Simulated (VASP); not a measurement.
# Al3Cu (P-4m2) in VASP: single point with LDA

Aim: the single point of Al3Cu with LDA.

Everything below comes from runs of VASP 6.6.1. Logs are shortened: lines on timing, memory, paths and dates and some standing lists are left out, and cuts for length are marked.

### 1 The cell of the first run

The structure is tetragonal, space group P-4m2 (No. 115). The conventional cell has a = 3.855 Å, b = 3.855 Å, c = 3.855 Å, α = 90.00°, β = 90.00°, γ = 90.00°. Within 3.5 Å of Al (site symmetry 2mm) lie 8 Al at 2.67 to 2.79 Å and 4 Cu at 2.67 to 2.79 Å. Within 3.5 Å of Al (site symmetry -4m2) lie 8 Al at 2.67 to 2.79 Å and 4 Cu at 2.73 Å. Cu (site symmetry -4m2) has 12 Al at 2.67 to 2.79 Å within 3.5 Å.

### 2 Single point, LDA (mode 8 frozen in at -0.084 Å, strain +e along z and -e/2 along x and y +0.0000)

Contents of INCAR:

```
PREC = Accurate
ENCUT = 520
EDIFF = 1E-7
ISMEAR = 0
SIGMA = 0.15
LREAL = False
LASPH = True
NELM = 60
ALGO = Fast
ISIF = 2
LWAVE = False
LCHARG = False
NBANDS = 18
```

Contents of KPOINTS:

```
regular mesh
0
Gamma
  10 10 10
```

Contents of POSCAR:

```
Al3Cu
1.0
    3.8548798307      0.0000000000      0.0000000000
    0.0000000000      3.8548798307      0.0000000000
    0.0000000000      0.0000000000      3.8548798307
Al Cu
3 1
Direct
    0.0000000000      0.4781316140      0.5000000000
    0.5000000000      0.0000000000      0.5000000000
    0.5000000000      0.5218683860      0.0000000000
    0.0000000000      0.0000000000      0.0000000000
```

Potentials or basis: VASP PAW LDA potentials, release 64 (Al, Cu).

Started as:

```
$ cat potpaw_LDA.64/Al/POTCAR potpaw_LDA.64/Cu/POTCAR > POTCAR
$ mpirun -np 1 vasp_std > vasp.out
```

OUTCAR:

```text
PREC = Accurate
   ENCUT = 520
   EDIFF = 1E-7
   ISMEAR = 0
   LREAL = False
   LASPH = True
   NELM = 60
   ISIF = 2

 ion  position               nearest neighbor table
   1  0.000  0.478  0.500-   2 2.67   4 2.67   4 2.67   2 2.67   3 2.73   3 2.73   3 2.73   3 2.73
                             2 2.79   4 2.79   2 2.79   4 2.79
   2  0.500  0.000  0.500-   1 2.67   3 2.67   3 2.67   1 2.67   4 2.73   4 2.73   4 2.73   4 2.73
                             3 2.79   3 2.79   1 2.79   1 2.79
   3  0.500  0.522  0.000-   2 2.67   4 2.67   2 2.67   4 2.67   1 2.73   1 2.73   1 2.73   1 2.73
                             2 2.79   4 2.79   2 2.79   4 2.79
   4  0.000  0.000  0.000-   1 2.67   3 2.67   1 2.67   3 2.67   2 2.73   2 2.73   2 2.73   2 2.73
                             3 2.79   3 2.79   1 2.79   1 2.79

  LATTYP: Found a simple cubic cell.
 ALAT       =     3.8548798307

  Lattice vectors:

 A1 = (   3.8548798307,   0.0000000000,   0.0000000000)
 A2 = (   0.0000000000,   3.8548798307,   0.0000000000)
 A3 = (   0.0000000000,   0.0000000000,   3.8548798307)

Analysis of symmetry for initial positions (statically):
=====================================================================
 Subroutine PRICEL returns:
 Original cell was already a primitive cell.

 Routine SETGRP: Setting up the symmetry group for a
 simple cubic supercell.

 Subroutine GETGRP returns: Found  8 space group operations
 (whereof  8 operations were pure point group operations)
 out of a pool of 48 trial point group operations.

The static configuration has the point symmetry D_2d.

Analysis of symmetry for dynamics (positions and initial velocities):
=====================================================================
 Subroutine PRICEL returns:
 Original cell was already a primitive cell.

 Routine SETGRP: Setting up the symmetry group for a
 simple cubic supercell.

 Subroutine GETGRP returns: Found  8 space group operations
 (whereof  8 operations were pure point group operations)
 out of a pool of 48 trial point group operations.

The dynamic configuration has the point symmetry D_2d.

 Subroutine INISYM returns: Found  8 space group operations
 (whereof  8 operations are pure point group operations),
 and found     1 'primitive' translations

----------------------------------------------------------------------------------------

                                     Primitive cell

  volume of cell :      57.2839

  direct lattice vectors                    reciprocal lattice vectors
     3.854879831  0.000000000  0.000000000     0.259411459  0.000000000  0.000000000
     0.000000000  3.854879831  0.000000000     0.000000000  0.259411459  0.000000000
     0.000000000  0.000000000  3.854879831     0.000000000  0.000000000  0.259411459

  length of vectors
     3.854879831  3.854879831  3.854879831     0.259411459  0.259411459  0.259411459

  position of ions in fractional coordinates (direct lattice)
     0.000000000  0.478131614  0.500000000
     0.500000000  0.000000000  0.500000000
     0.500000000  0.521868386  0.000000000
     0.000000000  0.000000000  0.000000000

  ion indices of the primitive-cell ions
   primitive index   ion index
                 1           1
                 2           2
                 3           3
                 4           4

----------------------------------------------------------------------------------------

 KPOINTS: regular mesh

Automatic generation of k-mesh.
 Grid dimensions read from file:
 generate k-points for:   10   10   10

 Generating k-lattice:

  Cartesian coordinates                     Fractional coordinates (reciprocal lattice)
     0.025941146  0.000000000  0.000000000     0.100000000  0.000000000  0.000000000
     0.000000000  0.025941146  0.000000000     0.000000000  0.100000000  0.000000000
     0.000000000  0.000000000  0.025941146     0.000000000  0.000000000  0.100000000

  Length of vectors
     0.025941146  0.025941146  0.025941146

  Shift w.r.t. Gamma in fractional coordinates (k-lattice)
     0.000000000  0.000000000  0.000000000

 Subroutine IBZKPT returns following result:
 ===========================================

 Found    126 irreducible k-points:

 Following reciprocal coordinates:
            Coordinates               Weight
  0.000000  0.000000  0.000000      1.000000
  0.100000  0.000000  0.000000      4.000000
  0.000000  0.100000  0.000000      2.000000
  0.200000  0.000000  0.000000      4.000000
  0.000000  0.200000  0.000000      2.000000
  0.300000  0.000000  0.000000      4.000000
[... 16 lines left out ...]
  0.500000  0.100000  0.000000      4.000000
  0.000000  0.500000  0.100000      4.000000
 [... further k-points ...]
   k-points           NKPTS =    126   k-points in BZ     NKDIM =    126   number of bands    NBANDS=     18
   number of dos      NEDOS =    301   number of ions     NIONS =      4
   total plane-waves  NPLWV =  27000
   dimension x,y,z NGX =    30 NGY =   30 NGZ =   30
   dimension x,y,z NGXF=    60 NGYF=   60 NGZF=   60
   ions per type =               3   1
   NGX,Y,Z   is equivalent  to a cutoff of  12.94, 12.94, 12.94 a.u.
   NGXF,Y,Z  is equivalent  to a cutoff of  25.88, 25.88, 25.88 a.u.
 SYSTEM =  unknown system
   PREC   = accura    normal or accurate (medium, high low for compatibility)
   ISTART =      0    job   : 0-new  1-cont  2-samecut
   ICHARG =      2    charge: 1-file 2-atom 10-const
   ISPIN  =      1    spin polarized calculation?
   LNONCOLLINEAR =      F non collinear calculations
   LSORBIT =      F    spin-orbit coupling
   LASPH  =      T    aspherical Exc in radial PAW
   ENCUT  =  520.0 eV  38.22 Ry    6.18 a.u.   7.17  7.17  7.17*2*pi/ulx,y,z
   NELM   =     60;   NELMIN=  2; NELMDL= -5     # of ELM steps
   EDIFF  = 0.1E-06   stopping-criterion for ELM
   LREAL  =      F    real-space projection
   EDIFFG = 0.1E-05   stopping-criterion for IOM
   NSW    =      0    number of steps for IOM
   IBRION =     -1    ionic relax: 0-MD 1-quasi-New 2-CG
   NFREE  =      0    steps in history (QN), initial steepest desc. (CG)
   ISIF   =      2    stress and relaxation
   ISYM   =      2    0-nonsym 1-usesym 2-fastsym
   POTIM  = 0.5000    time-step for ionic-motion
   TEBEG  =    0.0;   TEEND  =   0.0 temperature during run
   PSTRESS=    0.0 pullay stress
   NELECT =      20.0000    total number of electrons
   NUPDOWN=      -1.0000    fix difference up-down
   EMIN   =  10.00;   EMAX   =-10.00  energy-range for DOS
   EFERMI =   0.00;   METHOD = LEGACY
   ISMEAR =     0;   SIGMA  =   0.15  broadening in eV -4-tet -1-fermi 0-gaus
   EFERMI_NEDOS =   21; number of points for ismear=-14 and -15
   IALGO  =     68    algorithm
   IMIX   =      4    mixing-type and parameters
     AMIX     =   0.40;   BMIX     =  1.00
     AMIX_MAG =   1.60;   BMIX_MAG =  1.00
  volume/ion in A,a.u.               =      14.32        96.64
  Fermi-wavevector in a.u.,A,eV,Ry     =   1.152765  2.178409 18.080324  1.328866
  Thomas-Fermi vector in A             =   2.289413
   LORBIT       =      0    0 simple, 1 ext, 2 COOP (PROOUT), +10 PAW based schemes
   GGA     = CA    functional components
   LHFCALC =     F    Hartree Fock is set to
   AEXX    =    0.0000 exact exchange contribution
   IVDW    =     0    specifies the selected vdW correction
   LEPSILON=     F    determine dielectric tensor
   LRPA    =     F    only Hartree local field effects (RPA)
 non-spin polarized calculation
 RMM-DIIS sequential band-by-band and
 Gauss-broadening in eV      SIGMA  =   0.15
  energy-cutoff  :      520.00
  volume of cell :       57.28
 maximum number of plane-waves:      1568
 NGX is ok and might be reduce to    30
   NGX = 15   NGY = 15   NGZ = 15

 number of electron      19.9999969 magnetization

 Free energy of the ion-electron system (eV)
  ---------------------------------------------------
  ext. energy  EPLUGINS =         0.00000000
  ---------------------------------------------------
  free energy    TOTEN  =       -17.38116642 eV

  energy without entropy =      -17.37004441  energy(sigma->0) =      -17.37560542

 E-fermi :   8.6237     XC(G=0): -11.1626

 val. band max:        8.6124231038   @ k =   0.0000   0.2000   0.0000
 cond. band min:       8.7077017311   @ k =   0.1000   0.0000   0.1000
 fundamental gap:      0.0952786272
 Fermi energy:         8.6236535606

 k-point     1 :       0.0000    0.0000    0.0000
  band No.  band energies     occupation
      1      -2.8541      2.00000
      2       4.0695      2.00000
      3       4.0799      2.00000
      4       4.8128      2.00000
      5       4.8128      2.00000
      6       4.8145      2.00000
[... 10 lines left out ...]
     17      15.7528      0.00000
     18      15.7539      0.00000

 k-point     2 :       0.1000    0.0000    0.0000
  band No.  band energies     occupation
      1      -2.7542      2.00000
      2       3.8912      2.00000
      3       4.0988      2.00000
      4       4.7539      2.00000
      5       4.7545      2.00000
      6       4.8163      2.00000
[... 10 lines left out ...]
     17      15.7294      0.00000
     18      15.8661      0.00000

 k-point     3 :       0.0000    0.1000    0.0000
  band No.  band energies     occupation
      1      -2.7541      2.00000
      2       3.8884      2.00000
      3       4.0993      2.00000
      4       4.7532      2.00000
      5       4.7532      2.00000
      6       4.8178      2.00000
[... 10 lines left out ...]
     17      15.7957      0.00000
     18      15.7997      0.00000

 k-point     4 :       0.2000    0.0000    0.0000
  band No.  band energies     occupation
      1      -2.4556      2.00000
      2       3.0687      2.00000
      3       4.1554      2.00000
      4       4.6295      2.00000
      5       4.6317      2.00000
      6       4.8251      2.00000
[... 375 lines left out ...]
      4       4.3860      2.00000
      5       4.4553      2.00000
      6       4.8144      2.00000
[... 10 lines left out ...]
     17      16.1506      0.00000
     18      16.7852      0.00000

 k-point    23 :       0.5000    0.1000    0.0000
  band No.  band energies     occupation
      1      -0.5337      2.00000
      2      -0.0384      2.00000
      3       4.3017      2.00000
      4       4.3307      2.00000
      5       4.4251      2.00000
      6       4.8184      2.00000
[... 10 lines left out ...]
     17      17.1242      0.00000
     18      17.2604      0.00000

 k-point    24 :       0.0000    0.5000    0.1000
  band No.  band energies     occupation
      1      -0.5207      2.00000
      2      -0.0553      2.00000
      3       4.2992      2.00000
      4       4.3328      2.00000
      5       4.4277      2.00000
      6       4.8194      2.00000
[... 10 lines left out ...]
     17      17.1285      0.00000
     18      17.2451      0.00000

 [... further k-points ...]
[... 5 lines left out ...]
  --------------------------------------------------------------------------------------
  -------------------------------------------------------------------------------------
  Total        0.1644645      0.2421140      0.1644645      0.0000000      0.0000000      0.0000000
  in kB        4.5999194      6.7717025      4.5999194      0.0000000      0.0000000      0.0000000
  external PRESSURE =       5.3238471 kB  Pullay stress =       0.0000000 kB

 VOLUME and BASIS-vectors are now :
 -----------------------------------------------------------------------------
  energy-cutoff  :      520.00
  volume of cell :       57.28
      direct lattice vectors                 reciprocal lattice vectors
     3.854879831  0.000000000  0.000000000     0.259411459  0.000000000  0.000000000
     0.000000000  3.854879831  0.000000000     0.000000000  0.259411459  0.000000000
     0.000000000  0.000000000  3.854879831     0.000000000  0.000000000  0.259411459

 POSITION                                       TOTAL-FORCE (eV/Angst)
 -----------------------------------------------------------------------------------
      0.00000      1.84314      1.92744        -0.000000      0.403988     -0.000000
      1.92744      0.00000      1.92744        -0.000000      0.000000     -0.000000
      1.92744      2.01174      0.00000         0.000000     -0.403988      0.000000
      0.00000      0.00000      0.00000        -0.000000      0.000000     -0.000000
 -----------------------------------------------------------------------------------
    total drift:                                0.000000     -0.000000     -0.000000

  FREE ENERGIE OF THE ION-ELECTRON SYSTEM (eV)
  ---------------------------------------------------
  free  energy   TOTEN  =       -17.3811664163 eV

  energy  without entropy=      -17.3700444142  energy(sigma->0) =      -17.37560542
```

Wall time 3.7 min (1 thread of Intel Xeon Platinum 8175M at 2.50GHz (Skylake/Cascade Lake), shared host); peak memory 0.23 GiB.

What came out:

```yaml
Free_energy: -17.3812 eV
Pressure: 0.5 GPa
Largest_force: 0.404 eV/Å
Band_gap_on_the_k_mesh: zero (band 10 reaches 10.12 eV, above the bottom of band 11 at 6.65 eV)
```

Forces on the atoms (eV/Å):
```
Al   0.000  0.404  0.000
Al   0.000  0.000  0.000
Al   0.000 -0.404  0.000
Cu   0.000  0.000  0.000
```

Caveat: the cell differs from its parent crystal (mode 8 frozen in at -0.084 Å, strain +e along z and -e/2 along x and y +0.0000).
